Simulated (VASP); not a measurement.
Input of a VASP 6.6.1 run:

Contents of INCAR:

```
SYSTEM = Ag12Cl
  PREC = Accurate
  ENCUT = 520
  EDIFF = 1E-6
  ISMEAR = -1
  SIGMA = 0.15
  LREAL = .False.
  LASPH = .True.
  NELM = 100
  ALGO = Normal
  ISIF = 2
  LWAVE = .False.
  LCHARG = .False.
  GGA = PE
  IVDW = 12
  NBANDS = 82
```

Contents of KPOINTS:

```
regular mesh
0
Gamma
  3 3 1
  0 0 0
```

File POSCAR:

```
Ag12Cl
1.0
    5.7841330000      0.0000000000      0.0000000000
    2.8920670000      5.0092070000      0.0000000000
    0.0000000000      0.0000000000     17.7227250000
Ag Cl
12 1
Direct
    0.1666576930      0.1666730882      0.0564247315
    0.6666634847      0.1666730882      0.0564247315
    0.1666695393      0.6666723895      0.0564247315
    0.6666580424      0.6666723895      0.0564247315
   -0.1193530695      0.4656026393      0.2206545551
    0.4337777982      0.4989412496      0.1937173883
   -0.0202430308      0.9507692535      0.2271659691
    0.4076581469      1.0231958871      0.2181831519
    0.1979070097      0.0479517017      0.3546181527
    0.7151066297      0.0221392328      0.3494270774
    0.1592745651      0.4943297412      0.3253224321
    0.6991464997      0.5524227687      0.3599220774
    1.4969425143      0.4551019752      0.4720605889
```

Potentials or basis: VASP PAW PBE potentials, release 64 (Ag, Cl).

Command:

```bash
$ cat potpaw_PBE.64/Ag/POTCAR potpaw_PBE.64/Cl/POTCAR > POTCAR
$ mpirun -np 1 vasp_std > vasp.out
```

(1) Estimate the dispersion energy per atom.

(2) Estimate the band gap on the k mesh.

(3) What does it give for the largest force?

## Answers

(1) -0.376 eV.

(2) zero (an odd number of electrons rules out a gap without spin polarisation).

(3) 3.117 eV/Å.

Caveat: the k points lie up to 0.42 Å⁻¹ apart, too coarse for converged energies and pressures of a metal; the atoms stand as in a frame of molecular dynamics; an odd number of electrons without spin polarisation forces a metal; a magnetic or distorted state may lie lower.
